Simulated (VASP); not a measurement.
# YbIn2Rh2 (I4/mmm) in VASP: single point with PBE

Aim: the single point of YbIn2Rh2 with PBE.

All numbers are computed with VASP 6.6.1; they aren't measurements. Logs are shortened: lines on timing, memory, paths and dates and some standing lists are left out, and cuts for length are marked.

### Step 1. The cell of the first run

Symmetry: I4/mmm, No. 139, tetragonal system. The conventional cell has a = 4.405 Å, b = 4.405 Å, c = 10.086 Å, α = 90.00°, β = 90.00°, γ = 90.00°. Within 3.4 Å of Rh (site symmetry -4m2) lie 4 In at 2.54 Å and 4 Rh at 3.11 Å and 4 Yb at 3.35 Å. Yb (site symmetry 4/mmm) has 8 Rh at 3.35 Å and 10 In at 3.36 to 3.78 Å and 4 Yb at 4.41 Å within 4.5 Å. Within 3.4 Å of In (site symmetry 4mm) lie 1 In at 2.52 Å and 4 Rh at 2.54 Å and 4 Yb at 3.36 Å.

### Step 2. Single point, PBE

The input, INCAR:

```
  PREC = Accurate
  ENCUT = 520
  EDIFF = 1E-6
  ISMEAR = -1
  SIGMA = 0.1
  LREAL = False
  LASPH = True
  NELM = 100
  ALGO = Normal
  ISIF = 2
  LWAVE = False
  LCHARG = True
  GGA = PE
  LELF = True
  LVHAR = True
  NBANDS = 48
```

The input, KPOINTS:

```
regular mesh
0
Gamma
  5 5 5
```

The input, POSCAR:

```
YbIn2Rh2
1.0
    0.0000000000      4.4051750000      0.0000000000
    4.4051750000      0.0000000000      0.0000000000
    2.2025880000      2.2025880000     -5.0427700000
Rh Yb In
2 1 2
Direct
    0.7500000000      0.2500000000      0.5000000000
    0.2500000000      0.7500000000      0.5000000000
    0.0000000000      0.0000000000      0.0000000000
    0.3750000000      0.3750000000      0.2500000000
    0.6250000000      0.6250000000      0.7500000000
```

Potentials or basis: VASP PAW PBE potentials, release 64 (Rh_pv, Yb, In_d).

Started as:

```sh
cat potpaw_PBE.64/Rh_pv/POTCAR potpaw_PBE.64/Yb/POTCAR potpaw_PBE.64/In_d/POTCAR > POTCAR
mpirun -np 1 vasp_std > vasp.out
```

OUTCAR:

```text
PREC = Accurate
   ENCUT = 520
   EDIFF = 1E-6
   ISMEAR = -1
   LREAL = False
   LASPH = True
   NELM = 100
   ISIF = 2
   GGA = PE

 ion  position               nearest neighbor table
   1  0.750  0.250  0.500-   4 2.54   5 2.54   5 2.54   4 2.54   2 3.11   2 3.11   2 3.11   2 3.11
                             3 3.35   3 3.35   3 3.35   3 3.35
   2  0.250  0.750  0.500-   4 2.54   5 2.54   5 2.54   4 2.54   1 3.11   1 3.11   1 3.11   1 3.11
                             3 3.35   3 3.35   3 3.35   3 3.35
   3  0.000  0.000  0.000-   1 3.35   2 3.35   1 3.35   2 3.35   1 3.35   2 3.35   1 3.35   2 3.35
                             5 3.36   4 3.36   4 3.36   5 3.36   4 3.36   5 3.36   5 3.36   4 3.36
   4  0.375  0.375  0.250-   5 2.52   2 2.54   1 2.54   2 2.54   1 2.54   3 3.36   3 3.36   3 3.36
                             3 3.36   3 3.78   5 4.01   5 4.01   5 4.01   5 4.01
   5  0.625  0.625  0.750-   4 2.52   1 2.54   2 2.54   2 2.54   1 2.54   3 3.36   3 3.36   3 3.36
                             3 3.36   3 3.78   4 4.01   4 4.01   4 4.01   4 4.01

  LATTYP: Found a body centered tetragonal cell.
 ALAT       =     4.4051750000
 C/A-ratio  =     2.2894754465

  Lattice vectors:

 A1 = (  -2.2025880000,   2.2025870000,   5.0427700000)
 A2 = (   2.2025870000,  -2.2025880000,   5.0427700000)
 A3 = (   2.2025880000,   2.2025880000,  -5.0427700000)

Analysis of symmetry for initial positions (statically):
=====================================================================
 Subroutine PRICEL returns:
 Original cell was already a primitive cell.

 Routine SETGRP: Setting up the symmetry group for a
 body centered tetragonal supercell.

 Subroutine GETGRP returns: Found 16 space group operations
 (whereof 16 operations were pure point group operations)
 out of a pool of 16 trial point group operations.

The static configuration has the point symmetry D_4h.

Analysis of symmetry for dynamics (positions and initial velocities):
=====================================================================
 Subroutine PRICEL returns:
 Original cell was already a primitive cell.

 Routine SETGRP: Setting up the symmetry group for a
 body centered tetragonal supercell.

 Subroutine GETGRP returns: Found 16 space group operations
 (whereof 16 operations were pure point group operations)
 out of a pool of 16 trial point group operations.

The dynamic configuration has the point symmetry D_4h.

 Subroutine INISYM returns: Found 16 space group operations
 (whereof 16 operations are pure point group operations),
 and found     1 'primitive' translations

----------------------------------------------------------------------------------------

                                     Primitive cell

  volume of cell :      97.8578

  direct lattice vectors                    reciprocal lattice vectors
     0.000000000  4.405175000  0.000000000     0.000000000  0.227005738  0.099151878
     4.405175000  0.000000000  0.000000000     0.227005738  0.000000000  0.099151878
     2.202588000  2.202588000 -5.042770000     0.000000000  0.000000000 -0.198303710

  length of vectors
     4.405175000  4.405175000  5.927252067     0.247714957  0.247714957  0.198303710

  position of ions in fractional coordinates (direct lattice)
     0.750000000  0.250000000  0.500000000
     0.250000000  0.750000000  0.500000000
     0.000000000  0.000000000  0.000000000
     0.375000000  0.375000000  0.250000000
     0.625000000  0.625000000  0.750000000

  ion indices of the primitive-cell ions
   primitive index   ion index
                 1           1
                 2           2
                 3           3
                 4           4
                 5           5

----------------------------------------------------------------------------------------

 KPOINTS: regular mesh

Automatic generation of k-mesh.
 Grid dimensions read from file:
 generate k-points for:    5    5    5

 Generating k-lattice:

  Cartesian coordinates                     Fractional coordinates (reciprocal lattice)
     0.000000000  0.045401148  0.019830376     0.200000000  0.000000000  0.000000000
     0.045401148  0.000000000  0.019830376     0.000000000  0.200000000  0.000000000
     0.000000000  0.000000000 -0.039660742     0.000000000  0.000000000  0.200000000

  Length of vectors
     0.049542991  0.049542991  0.039660742

  Shift w.r.t. Gamma in fractional coordinates (k-lattice)
     0.000000000  0.000000000  0.000000000

 Subroutine IBZKPT returns following result:
 ===========================================

 Found     18 irreducible k-points:

 Following reciprocal coordinates:
            Coordinates               Weight
  0.000000  0.000000  0.000000      1.000000
  0.200000  0.000000  0.000000      8.000000
  0.400000  0.000000  0.000000      8.000000
  0.200000  0.200000  0.000000      8.000000
  0.400000  0.200000  0.000000     16.000000
 -0.400000  0.200000 -0.000000     16.000000
[... 10 lines left out ...]
  0.000000  0.000000  0.400000      2.000000
 -0.200000  0.000000  0.400000      4.000000
   k-points           NKPTS =     18   k-points in BZ     NKDIM =     18   number of bands    NBANDS=     48
   number of dos      NEDOS =    301   number of ions     NIONS =      5
   total plane-waves  NPLWV =  62208
   dimension x,y,z NGX =    36 NGY =   36 NGZ =   48
   dimension x,y,z NGXF=    72 NGYF=   72 NGZF=   96
   ions per type =               2   1   2
   NGX,Y,Z   is equivalent  to a cutoff of  13.59, 13.59, 13.46 a.u.
   NGXF,Y,Z  is equivalent  to a cutoff of  27.17, 27.17, 26.93 a.u.
 SYSTEM =  unknown system
   PREC   = accura    normal or accurate (medium, high low for compatibility)
   ISTART =      0    job   : 0-new  1-cont  2-samecut
   ICHARG =      2    charge: 1-file 2-atom 10-const
   ISPIN  =      1    spin polarized calculation?
   LNONCOLLINEAR =      F non collinear calculations
   LSORBIT =      F    spin-orbit coupling
   LASPH  =      T    aspherical Exc in radial PAW
   ENCUT  =  520.0 eV  38.22 Ry    6.18 a.u.   8.19  8.19 11.02*2*pi/ulx,y,z
   NELM   =    100;   NELMIN=  2; NELMDL= -5     # of ELM steps
   EDIFF  = 0.1E-05   stopping-criterion for ELM
   LREAL  =      F    real-space projection
   EDIFFG = 0.1E-04   stopping-criterion for IOM
   NSW    =      0    number of steps for IOM
   IBRION =     -1    ionic relax: 0-MD 1-quasi-New 2-CG
   NFREE  =      0    steps in history (QN), initial steepest desc. (CG)
   ISIF   =      2    stress and relaxation
   ISYM   =      2    0-nonsym 1-usesym 2-fastsym
   POTIM  = 0.5000    time-step for ionic-motion
   TEBEG  =    0.0;   TEEND  =   0.0 temperature during run
   PSTRESS=    0.0 pullay stress
   NELECT =      80.0000    total number of electrons
   NUPDOWN=      -1.0000    fix difference up-down
   EMIN   =  10.00;   EMAX   =-10.00  energy-range for DOS
   EFERMI =   0.00;   METHOD = LEGACY
   ISMEAR =    -1;   SIGMA  =   0.10  broadening in eV -4-tet -1-fermi 0-gaus
   EFERMI_NEDOS =   21; number of points for ismear=-14 and -15
   IALGO  =     38    algorithm
   IMIX   =      4    mixing-type and parameters
     AMIX     =   0.40;   BMIX     =  1.00
     AMIX_MAG =   1.60;   BMIX_MAG =  1.00
  volume/ion in A,a.u.               =      19.57       132.08
  Fermi-wavevector in a.u.,A,eV,Ry     =   1.530757  2.892712 31.881414  2.343218
  Thomas-Fermi vector in A             =   2.638196
   LORBIT       =      0    0 simple, 1 ext, 2 COOP (PROOUT), +10 PAW based schemes
   GGA     = PE    functional components
   LHFCALC =     F    Hartree Fock is set to
   AEXX    =    0.0000 exact exchange contribution
   IVDW    =     0    specifies the selected vdW correction
   LEPSILON=     F    determine dielectric tensor
   LRPA    =     F    only Hartree local field effects (RPA)
 non-spin polarized calculation
  energy-cutoff  :      520.00
  volume of cell :       97.86
 maximum number of plane-waves:      2652
 NGX is ok and might be reduce to    36
   NGX = 17   NGY = 17   NGZ = 23

 number of electron      80.0000005 magnetization

 Free energy of the ion-electron system (eV)
  ---------------------------------------------------
  ext. energy  EPLUGINS =         0.00000000
  ---------------------------------------------------
  free energy    TOTEN  =       -24.31282619 eV

  energy without entropy =      -24.14514590  energy(sigma->0) =      -24.22898604

 E-fermi :   7.9553     XC(G=0): -11.7899

 val. band max:        7.9371396571   @ k =   0.0000   0.0000   0.0000
 cond. band min:       7.9751351155   @ k =   0.4000   0.0000   0.0000
 fundamental gap:      0.0379954584
 Fermi energy:         7.9552502265

 k-point     1 :       0.0000    0.0000    0.0000
  band No.  band energies     occupation
      1     -43.6923      2.00000
      2     -37.9342      2.00000
      3     -37.9342      2.00000
      4     -37.8547      2.00000
      5     -37.8547      2.00000
      6     -37.7743      2.00000
[... 40 lines left out ...]
     47      12.2253      0.00000
     48      13.7616      0.00000

 k-point     2 :       0.2000    0.0000    0.0000
  band No.  band energies     occupation
      1     -43.6922      2.00000
      2     -37.9272      2.00000
      3     -37.9267      2.00000
      4     -37.8628      2.00000
      5     -37.8624      2.00000
      6     -37.7725      2.00000
[... 40 lines left out ...]
     47      13.6398      0.00000
     48      13.7379      0.00000

 k-point     3 :       0.4000    0.0000    0.0000
  band No.  band energies     occupation
      1     -43.6920      2.00000
      2     -37.9081      2.00000
      3     -37.9069      2.00000
      4     -37.8835      2.00000
      5     -37.8823      2.00000
      6     -37.7682      2.00000
[... 754 lines left out ...]
     47      12.5469      0.00000
     48      14.0805      0.00000

 k-point    18 :      -0.2000    0.0000    0.4000
  band No.  band energies     occupation
      1     -43.6923      2.00000
      2     -37.9272      2.00000
      3     -37.9267      2.00000
      4     -37.8628      2.00000
      5     -37.8623      2.00000
      6     -37.7724      2.00000
[... 40 lines left out ...]
     47      12.4498      0.00000
     48      14.0482      0.00000

------------------------ aborting loop because EDIFF is reached ----------------------------------------

  FORCE on cell =-STRESS in cart. coord.  units (eV):
  Direction    XX          YY          ZZ          XY          YZ          ZX
  --------------------------------------------------------------------------------------
  -------------------------------------------------------------------------------------
  Total        7.2057579      7.2057579     10.9469864      0.0000000     -0.0000011     -0.0000011
  in kB      117.9762959    117.9762959    179.2295727      0.0000000     -0.0000178     -0.0000178
  external PRESSURE =     138.3940549 kB  Pullay stress =       0.0000000 kB

 VOLUME and BASIS-vectors are now :
 -----------------------------------------------------------------------------
  energy-cutoff  :      520.00
  volume of cell :       97.86
      direct lattice vectors                 reciprocal lattice vectors
     0.000000000  4.405175000  0.000000000     0.000000000  0.227005738  0.099151878
     4.405175000  0.000000000  0.000000000     0.227005738  0.000000000  0.099151878
     2.202588000  2.202588000 -5.042770000     0.000000000  0.000000000 -0.198303710

 POSITION                                       TOTAL-FORCE (eV/Angst)
 -----------------------------------------------------------------------------------
      2.20259      4.40518     -2.52138         0.000000     -0.000000      0.000000
      4.40518      2.20259     -2.52138        -0.000000      0.000000      0.000000
      0.00000      0.00000      0.00000         0.000000     -0.000000      0.000000
      2.20259      2.20259     -1.26069         0.000000      0.000000     -0.687129
      4.40518      4.40518     -3.78208        -0.000000     -0.000000      0.687129
 -----------------------------------------------------------------------------------
    total drift:                                0.000000      0.000000     -0.000000

  FREE ENERGIE OF THE ION-ELECTRON SYSTEM (eV)
  ---------------------------------------------------
  free  energy   TOTEN  =       -24.3128261905 eV

  energy  without entropy=      -24.1451458977  energy(sigma->0) =      -24.22898604
```

Wall time 5.5 min (1 thread of Intel Xeon 8259CL, shared host); peak memory 0.3 GiB.

What came out:

* Free energy: -24.3128 eV
* Pressure: 13.8 GPa
* Largest force: 0.687 eV/Å
* Band gap on the k mesh: zero (bands 40 and 41 overlap by 0.51 eV)

Forces on the atoms (eV/Å):
```
Rh   0.000  0.000  0.000
Rh   0.000  0.000  0.000
Yb   0.000  0.000  0.000
In   0.000  0.000 -0.687
In   0.000  0.000  0.687
```

Levels at points of the mesh, in eV from the Fermi level:
```csv
k point,band 37,band 38,band 39,band 40,band 41,band 42,band 43,band 44
"(0.00, 0.00, 0.00)",-0.36,-0.36,-0.12,-0.02,0.34,0.34,0.93,3.87
```

Caveat: the cell stands under pressure; spin-orbit coupling is left out, which moves the levels of the heavy elements. Spin polarisation is off, so any magnetic state and its effect on volume and gap are missing.
